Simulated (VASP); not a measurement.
Write the native input for VASP 6.6.1 that does the following.

```
Task                   : single point
Functional             : LDA
Potentials or basis    : VASP PAW LDA potentials, release 64 (Sc_sv, Cd)
Cutoff                 : 520 eV
k mesh                 : 10 × 10 × 10
Occupations            : fermi-dirac, width 0.05 eV
Spin                   : no spin polarisation
Dipole correction      : no
Further INCAR settings : ALGO = Normal; EDIFF = 1e-06; NBANDS = 18
```

The structure of ScCd lies in POSCAR:

```
ScCd
1.0
    2.7987909165      0.0000000000      0.0000000000
    0.0000000000      2.7987909165      0.0000000000
    0.0000000000      0.0000000000      2.7987909165
Sc Cd
1 1
Direct
    0.5000000000      0.5000000000      0.5000000000
    0.0000000000      0.0000000000      0.0000000000
```

One way to write it, as run:

INCAR

```
  ALGO = Normal
  EDIFF = 1E-6
  ENCUT = 520
  ISIF = 2
  ISMEAR = -1
  LASPH = True
  LCHARG = False
  LREAL = False
  LWAVE = False
  NBANDS = 18
  NELM = 80
  PREC = Accurate
  SIGMA = 0.05
```

KPOINTS

```
k-points
0
Gamma
  10 10 10
```

Potentials or basis: VASP PAW LDA potentials, release 64 (Sc_sv, Cd).

Run with:

```sh
$ cat potpaw_LDA.64/Sc_sv/POTCAR potpaw_LDA.64/Cd/POTCAR > POTCAR
$ mpirun -np 1 vasp_std > vasp.out
```

It gave:

```yaml
Pressure: 194.6 GPa
Band_gap_on_the_k_mesh: zero (an odd number of electrons rules out a gap without spin polarisation)
```

Caveat: the cell stands under pressure.

It took 7.6 s on 1 thread of Intel(R) Xeon(R) 6975P-C (Granite Rapids), on a shared host, peak memory 0.14 GiB.
